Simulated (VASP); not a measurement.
# Mo (I4/mmm) in VASP: further runs

The runs below take Mo through single point, with PBEsol.

Everything below comes from runs of VASP 6.6.1. Logs are shortened: lines on timing, memory, paths and dates and some standing lists are left out, and cuts for length are marked.

### 1 The cell of the first run

It takes space group I4/mmm (No. 139, tetragonal). Conventional cell: a = 3.129 Å, b = 3.129 Å, c = 3.004 Å, α = 90.00°, β = 90.00°, γ = 90.00°. Within 3.5 Å of Mo (site symmetry 4/mmm) lie 14 Mo at 2.67 to 3.13 Å.

### 2 Single point, PBEsol (strain -0.0400 x Voigt [0, 1, 0, 0, 0, 0])

Input file INCAR:

```
PREC = Accurate
ENCUT = 520
EDIFF = 1E-6
ISMEAR = 0
SIGMA = 0.15
LREAL = F
LASPH = T
NELM = 80
ALGO = Fast
ISIF = 2
LWAVE = F
LCHARG = T
GGA = PS
LELF = T
LVHAR = T
NBANDS = 13
```

Input file KPOINTS:

```
regular mesh
0
Gamma
  26 26 26
```

Input file POSCAR:

```
Mo
1.0
   -1.5646534271      1.5020672900      1.5646534271
    1.5646534271     -1.5020672900      1.5646534271
    1.5646534271      1.5020672900     -1.5646534271
Mo
1
Direct
    0.0000000000      0.0000000000      0.0000000000
```

Potentials or basis: VASP PAW PBE potentials, release 64 (Mo_sv).

Launch:

```
$ cat potpaw_PBE.64/Mo_sv/POTCAR > POTCAR
$ mpirun -np 1 vasp_std > vasp.out
```

OUTCAR:

```text
PREC = Accurate
   ENCUT = 520
   EDIFF = 1E-6
   ISMEAR = 0
   LREAL = F
   LASPH = T
   NELM = 80
   ISIF = 2
   GGA = PS

 ion  position               nearest neighbor table
   1  0.000  0.000  0.000-

  LATTYP: Found a body centered tetragonal cell.
 ALAT       =     3.1293068542
 C/A-ratio  =     0.9600000000

  Lattice vectors:

 A1 = (  -1.5646534271,  -1.5020672900,   1.5646534271)
 A2 = (   1.5646534271,  -1.5020672900,  -1.5646534271)
 A3 = (   1.5646534271,   1.5020672900,   1.5646534271)

Analysis of symmetry for initial positions (statically):
=====================================================================
 Subroutine PRICEL returns:
 Original cell was already a primitive cell.

 Routine SETGRP: Setting up the symmetry group for a
 body centered tetragonal supercell.

 Subroutine GETGRP returns: Found 16 space group operations
 (whereof 16 operations were pure point group operations)
 out of a pool of 16 trial point group operations.

The static configuration has the point symmetry D_4h.

Analysis of symmetry for dynamics (positions and initial velocities):
=====================================================================
 Subroutine PRICEL returns:
 Original cell was already a primitive cell.

 Routine SETGRP: Setting up the symmetry group for a
 body centered tetragonal supercell.

 Subroutine GETGRP returns: Found 16 space group operations
 (whereof 16 operations were pure point group operations)
 out of a pool of 16 trial point group operations.

The dynamic configuration has the point symmetry D_4h.

 Subroutine INISYM returns: Found 16 space group operations
 (whereof 16 operations are pure point group operations),
 and found     1 'primitive' translations

----------------------------------------------------------------------------------------

                                     Primitive cell

  volume of cell :      14.7091

  direct lattice vectors                    reciprocal lattice vectors
    -1.564653427  1.502067290  1.564653427     0.000000000  0.332874568  0.319559585
     1.564653427 -1.502067290  1.564653427     0.319559585  0.000000000  0.319559585
     1.564653427  1.502067290 -1.564653427     0.319559585  0.332874568  0.000000000

  length of vectors
     2.674413363  2.674413363  2.674413363     0.461436676  0.451925499  0.461436676

  position of ions in fractional coordinates (direct lattice)
     0.000000000  0.000000000  0.000000000

  ion indices of the primitive-cell ions
   primitive index   ion index
                 1           1

----------------------------------------------------------------------------------------

 KPOINTS: regular mesh

Automatic generation of k-mesh.
 Grid dimensions read from file:
 generate k-points for:   26   26   26

 Generating k-lattice:

  Cartesian coordinates                     Fractional coordinates (reciprocal lattice)
     0.000000000  0.012802868  0.012290753     0.038461538 -0.000000000  0.000000000
     0.012290753  0.000000000  0.012290753     0.000000000  0.038461538  0.000000000
     0.012290753  0.012802868  0.000000000     0.000000000 -0.000000000  0.038461538

  Length of vectors
     0.017747564  0.017381750  0.017747564

  Shift w.r.t. Gamma in fractional coordinates (k-lattice)
     0.000000000  0.000000000  0.000000000

 Subroutine IBZKPT returns following result:
 ===========================================

 Found   1330 irreducible k-points:

 Following reciprocal coordinates:
            Coordinates               Weight
  0.000000  0.000000  0.000000      1.000000
  0.038462  0.000000 -0.000000      8.000000
  0.076923  0.000000 -0.000000      8.000000
  0.115385  0.000000 -0.000000      8.000000
  0.153846  0.000000 -0.000000      8.000000
  0.192308  0.000000 -0.000000      8.000000
[... 16 lines left out ...]
  0.307692  0.038462 -0.000000     16.000000
  0.346154  0.038462 -0.000000     16.000000
 [... further k-points ...]
   k-points           NKPTS =   1330   k-points in BZ     NKDIM =   1330   number of bands    NBANDS=     13
   number of dos      NEDOS =    301   number of ions     NIONS =      1
   total plane-waves  NPLWV =   8000
   dimension x,y,z NGX =    20 NGY =   20 NGZ =   20
   dimension x,y,z NGXF=    40 NGYF=   40 NGZF=   40
   ions per type =               1
   NGX,Y,Z   is equivalent  to a cutoff of  12.43, 12.43, 12.43 a.u.
   NGXF,Y,Z  is equivalent  to a cutoff of  24.86, 24.86, 24.86 a.u.
 SYSTEM =  unknown system
   PREC   = accura    normal or accurate (medium, high low for compatibility)
   ISTART =      0    job   : 0-new  1-cont  2-samecut
   ICHARG =      2    charge: 1-file 2-atom 10-const
   ISPIN  =      1    spin polarized calculation?
   LNONCOLLINEAR =      F non collinear calculations
   LSORBIT =      F    spin-orbit coupling
   LASPH  =      T    aspherical Exc in radial PAW
   ENCUT  =  520.0 eV  38.22 Ry    6.18 a.u.   4.97  4.97  4.97*2*pi/ulx,y,z
   NELM   =     80;   NELMIN=  2; NELMDL= -5     # of ELM steps
   EDIFF  = 0.1E-05   stopping-criterion for ELM
   LREAL  =      F    real-space projection
   EDIFFG = 0.1E-04   stopping-criterion for IOM
   NSW    =      0    number of steps for IOM
   IBRION =     -1    ionic relax: 0-MD 1-quasi-New 2-CG
   NFREE  =      0    steps in history (QN), initial steepest desc. (CG)
   ISIF   =      2    stress and relaxation
   ISYM   =      2    0-nonsym 1-usesym 2-fastsym
   POTIM  = 0.5000    time-step for ionic-motion
   TEBEG  =    0.0;   TEEND  =   0.0 temperature during run
   PSTRESS=    0.0 pullay stress
   NELECT =      14.0000    total number of electrons
   NUPDOWN=      -1.0000    fix difference up-down
   EMIN   =  10.00;   EMAX   =-10.00  energy-range for DOS
   EFERMI =   0.00;   METHOD = LEGACY
   ISMEAR =     0;   SIGMA  =   0.15  broadening in eV -4-tet -1-fermi 0-gaus
   EFERMI_NEDOS =   21; number of points for ismear=-14 and -15
   IALGO  =     68    algorithm
   IMIX   =      4    mixing-type and parameters
     AMIX     =   0.40;   BMIX     =  1.00
     AMIX_MAG =   1.60;   BMIX_MAG =  1.00
  volume/ion in A,a.u.               =      14.71        99.26
  Fermi-wavevector in a.u.,A,eV,Ry     =   1.610357  3.043134 35.283322  2.593251
  Thomas-Fermi vector in A             =   2.705921
   LORBIT       =      0    0 simple, 1 ext, 2 COOP (PROOUT), +10 PAW based schemes
   GGA     = PS    functional components
   LHFCALC =     F    Hartree Fock is set to
   AEXX    =    0.0000 exact exchange contribution
   IVDW    =     0    specifies the selected vdW correction
   LEPSILON=     F    determine dielectric tensor
   LRPA    =     F    only Hartree local field effects (RPA)
 non-spin polarized calculation
 RMM-DIIS sequential band-by-band and
 Gauss-broadening in eV      SIGMA  =   0.15
  energy-cutoff  :      520.00
  volume of cell :       14.71
 maximum number of plane-waves:       412
   NGX =  9   NGY =  9   NGZ =  9

 number of electron      13.9999999 magnetization

 Free energy of the ion-electron system (eV)
  ---------------------------------------------------
  ext. energy  EPLUGINS =         0.00000000
  ---------------------------------------------------
  free energy    TOTEN  =       -11.73735357 eV

  energy without entropy =      -11.73048173  energy(sigma->0) =      -11.73391765

 E-fermi :  13.4687     XC(G=0): -13.8746

 val. band max:       13.4677719800   @ k =   0.1923  -0.1923   0.0385
 cond. band min:      13.4708859729   @ k =  -0.3077   0.4231   0.2692
 fundamental gap:      0.0031139929
 Fermi energy:        13.4687037045

 k-point     1 :       0.0000    0.0000    0.0000
  band No.  band energies     occupation
      1     -47.7378      2.00000
      2     -20.8758      2.00000
      3     -20.8758      2.00000
      4     -20.8551      2.00000
      5       5.9935      2.00000
      6      11.6486      2.00000
      7      12.1705      2.00000
      8      12.1705      2.00000
      9      14.8662      0.00000
     10      15.5506      0.00000
     11      28.1030      0.00000
     12      28.1030      0.00000
     13      28.9387      0.00000

 k-point     2 :       0.0385    0.0000   -0.0000
  band No.  band energies     occupation
      1     -47.7329      2.00000
      2     -20.8955      2.00000
      3     -20.8842      2.00000
      4     -20.8629      2.00000
      5       6.0658      2.00000
      6      11.6593      2.00000
      7      12.1604      2.00000
      8      12.1832      2.00000
      9      14.8570      0.00000
     10      15.4978      0.00000
     11      28.2184      0.00000
     12      28.2268      0.00000
     13      29.0339      0.00000

 k-point     3 :       0.0769    0.0000   -0.0000
  band No.  band energies     occupation
      1     -47.7185      2.00000
      2     -20.9714      2.00000
      3     -20.9088      2.00000
      4     -20.8673      2.00000
      5       6.2774      2.00000
      6      11.6321      2.00000
      7      12.1241      2.00000
      8      12.2849      2.00000
      9      14.8258      0.00000
     10      15.3738      0.00000
     11      28.5094      0.00000
     12      28.5925      0.00000
     13      29.3238      0.00000
[... 305 lines left out ...]
 k-point    23 :       0.3077    0.0385   -0.0000
  band No.  band energies     occupation
      1     -47.4853      2.00000
      2     -22.1341      2.00000
      3     -21.2888      2.00000
      4     -20.9045      2.00000
      5       8.2113      2.00000
      6      10.1233      2.00000
      7      12.6620      2.00000
      8      15.1542      0.00000
      9      15.6269      0.00000
     10      16.3192      0.00000
     11      27.2697      0.00000
     12      29.2595      0.00000
     13      34.8832      0.00000

 k-point    24 :       0.3462    0.0385   -0.0000
  band No.  band energies     occupation
      1     -47.4505      2.00000
      2     -22.2933      2.00000
      3     -21.3435      2.00000
      4     -20.9094      2.00000
      5       8.0894      2.00000
      6       9.9266      2.00000
      7      13.3595      1.69665
      8      15.3116      0.00000
      9      15.8272      0.00000
     10      17.1341      0.00000
     11      26.6319      0.00000
     12      28.3356      0.00000
     13      33.7257      0.00000

 [... further k-points ...]
[... 5 lines left out ...]
  --------------------------------------------------------------------------------------
  -------------------------------------------------------------------------------------
  Total        0.7814195      2.1425814      0.7814195      0.0000000      0.0000000      0.0000000
  in kB       85.1155965    233.3792405     85.1155965      0.0000000      0.0000000      0.0000000
  external PRESSURE =     134.5368112 kB  Pullay stress =       0.0000000 kB

 VOLUME and BASIS-vectors are now :
 -----------------------------------------------------------------------------
  energy-cutoff  :      520.00
  volume of cell :       14.71
      direct lattice vectors                 reciprocal lattice vectors
    -1.564653427  1.502067290  1.564653427     0.000000000  0.332874568  0.319559585
     1.564653427 -1.502067290  1.564653427     0.319559585  0.000000000  0.319559585
     1.564653427  1.502067290 -1.564653427     0.319559585  0.332874568  0.000000000

 POSITION                                       TOTAL-FORCE (eV/Angst)
 -----------------------------------------------------------------------------------
      0.00000      0.00000      0.00000        -0.000000      0.000000     -0.000000
 -----------------------------------------------------------------------------------
    total drift:                                0.000000     -0.000000      0.000000

  FREE ENERGIE OF THE ION-ELECTRON SYSTEM (eV)
  ---------------------------------------------------
  free  energy   TOTEN  =       -11.7373535659 eV

  energy  without entropy=      -11.7304817315  energy(sigma->0) =      -11.73391765
```

Wall time 3 min (1 thread of AMD EPYC 7R43 (Zen 3), shared host); peak memory 0.29 GiB.

Results:

```yaml
Free_energy: -11.7374 eV
Pressure: 13.5 GPa
Band_gap_on_the_k_mesh: zero (band 7 reaches 17.79 eV, above the bottom of band 8 at 12.06 eV)
```

Stress tensor (GPa, compression positive):
```
 8.51  0.00  0.00
 0.00 23.34  0.00
 0.00  0.00  8.51
```

Levels at points of the mesh, in eV from the Fermi level:
| k point | band 3 | band 4 | band 5 | band 6 | band 7 | band 8 | band 9 | band 10 | band 11 | band 12 |
| --- | --- | --- | --- | --- | --- | --- | --- | --- | --- | --- |
| (0.00, 0.00, 0.00) | -34.34 | -34.32 | -7.48 | -1.82 | -1.30 | -1.30 | 1.40 | 2.08 | 14.63 | 14.63 |
| (0.50, 0.00, 0.00) | -34.90 | -34.38 | -5.76 | -3.88 | 1.89 | 1.99 | 2.79 | 5.24 | 12.02 | 12.75 |
| (0.00, 0.50, 0.00) | -34.82 | -34.33 | -5.68 | -3.34 | 1.38 | 1.63 | 2.30 | 5.15 | 12.14 | 12.34 |
| (0.50, 0.50, 0.50) | -35.55 | -35.40 | -6.01 | -5.90 | 4.32 | 4.32 | 4.48 | 9.16 | 9.16 | 10.23 |

Caveat: the cell differs from its parent crystal (strain -0.0400 x Voigt [0, 1, 0, 0, 0, 0]); the PAW data sets were made with another functional, which shifts forces and pressure a little.

### 3 Single point, PBEsol (strain -0.0300 x Voigt [0, 1, 0, 0, 0, 0])

Input file INCAR:

```
  ALGO = Fast
  EDIFF = 1E-7
  ENCUT = 520
  GGA = PS
  ISIF = 2
  ISMEAR = 0
  LASPH = T
  LCHARG = F
  LREAL = F
  LWAVE = F
  NBANDS = 13
  NELM = 60
  PREC = Accurate
  SIGMA = 0.15
```

Input file KPOINTS:

```
k-points
0
Gamma
  26 26 26
```

Input file POSCAR:

```
Mo
1.0
   -1.5646534271      1.5177138243      1.5646534271
    1.5646534271     -1.5177138243      1.5646534271
    1.5646534271      1.5177138243     -1.5646534271
Mo
1
Direct
    0.0000000000      0.0000000000      0.0000000000
```

Potentials or basis: VASP PAW PBE potentials, release 64 (Mo_sv).

Launch:

```
$ cat potpaw_PBE.64/Mo_sv/POTCAR > POTCAR
$ mpirun -np 1 vasp_std > vasp.out
```

Run time: 4.1 min. Hardware: 1 thread of AMD EPYC 7R43 (Zen 3), shared host; peak memory 0.29 GiB.

Results (log left out):

```
Free energy            : -11.7568 eV
Pressure               : 10.0 GPa
Band gap on the k mesh : zero (band 7 reaches 17.57 eV, above the bottom of band 8 at 11.88 eV)
```

Stress tensor (GPa, compression positive):
```
 6.36  0.00  0.00
 0.00 17.23  0.00
 0.00  0.00  6.36
```

Levels at points of the mesh, in eV from the Fermi level:
| k point | band 4 | band 5 | band 6 | band 7 | band 8 | band 9 | band 10 | band 11 |
| --- | --- | --- | --- | --- | --- | --- | --- | --- |
| (0.00, 0.00, 0.00) | -34.35 | -7.44 | -1.71 | -1.33 | -1.33 | 1.48 | 1.98 | 14.69 |
| (0.50, 0.00, 0.00) | -34.39 | -5.68 | -3.78 | 1.88 | 1.91 | 2.66 | 5.17 | 12.01 |
| (0.00, 0.50, 0.00) | -34.36 | -5.62 | -3.38 | 1.48 | 1.64 | 2.32 | 5.10 | 12.10 |
| (0.50, 0.50, 0.50) | -35.41 | -5.91 | -5.82 | 4.28 | 4.28 | 4.39 | 9.16 | 9.16 |

Caveat: the cell differs from its parent crystal (strain -0.0300 x Voigt [0, 1, 0, 0, 0, 0]); the PAW data sets were made with another functional, which shifts forces and pressure a little.

### 4 Single point, PBEsol (strain -0.0200 x Voigt [0, 1, 0, 0, 0, 0])

Input file INCAR:

```
PREC     = Accurate       # precision mode
ENCUT    = 520            # plane-wave cutoff, eV
EDIFF    = 1E-6           # SCF threshold, eV
ISMEAR   = 0              # smearing method
SIGMA    = 0.15           # smearing width, eV
LREAL    = F              # projectors in reciprocal space
LASPH    = T              # aspherical terms in the spheres
NELM     = 80             # most SCF steps
ALGO     = Fast           # electronic algorithm
ISIF     = 2              # what is computed and relaxed
LWAVE    = F              # write WAVECAR
LCHARG   = T              # write CHGCAR
GGA      = PS             # functional
LELF     = T              # ELF
LVHAR    = T            
NBANDS   = 13             # bands
```

Input file KPOINTS:

```
regular mesh
0
Gamma
  26 26 26
```

Input file POSCAR:

```
Mo
1.0
   -1.5646534271      1.5333603586      1.5646534271
    1.5646534271     -1.5333603586      1.5646534271
    1.5646534271      1.5333603586     -1.5646534271
Mo
1
Direct
    0.0000000000      0.0000000000      0.0000000000
```

Launch:

```
$ cat potpaw_PBE.64/Mo_sv/POTCAR > POTCAR
$ mpirun -np 1 vasp_std > vasp.out
```

It took 4.3 min on 1 thread of AMD EPYC 7R43 (Zen 3), shared host; peak memory 0.29 GiB.

The run converged. Its results:

```yaml
Free_energy: -11.7705 eV
Pressure: 6.7 GPa
Band_gap_on_the_k_mesh: zero (band 7 reaches 17.35 eV, above the bottom of band 8 at 11.74 eV)
```

Stress tensor (GPa, compression positive):
```
 4.32  0.00  0.00
 0.00 11.37  0.00
 0.00  0.00  4.32
```

Levels at points of the mesh, in eV from the Fermi level:
```csv
k point,band 5,band 6,band 7,band 8,band 9,band 10
"(0.00, 0.00, 0.00)",-7.41,-1.60,-1.35,-1.35,1.56,1.89
"(0.50, 0.00, 0.00)",-5.60,-3.69,1.83,1.85,2.55,5.09
"(0.00, 0.50, 0.00)",-5.57,-3.42,1.57,1.66,2.35,5.04
"(0.50, 0.50, 0.50)",-5.81,-5.75,4.23,4.23,4.31,9.17
```

Caveat: the cell differs from its parent crystal (strain -0.0200 x Voigt [0, 1, 0, 0, 0, 0]); the PAW data sets were made with another functional, which shifts forces and pressure a little.

### 5 Summary

```csv
cell,further INCAR settings,gap on the mesh (eV),pressure (GPa)
"a = 2.674 Å, angles 108.4, 111.7, 108.4°, 1 atom",ALGO = Fast; EDIFF = 1e-06; NBANDS = 13,none,13.5
"a = 2.683 Å, angles 108.7, 111.1, 108.7°, 1 atom",ALGO = Fast; EDIFF = 1e-07; NBANDS = 13,none,10.0
"a = 2.692 Å, angles 108.9, 110.6, 108.9°, 1 atom",ALGO = Fast; EDIFF = 1e-06; NBANDS = 13,none,6.7
```

Alike in all rows: task single point; level PBEsol; potentials or basis VASP PAW PBE potentials, release 64 (Mo_sv); no spin polarisation; k mesh 26 × 26 × 26; cutoff (eV) 520; smearing gaussian 0.15 eV.

Caveats: the PAW data sets were made with another functional, which shifts forces and pressure a little.

Total energies depend on the potentials used, so only differences within one code and one set of settings carry meaning.
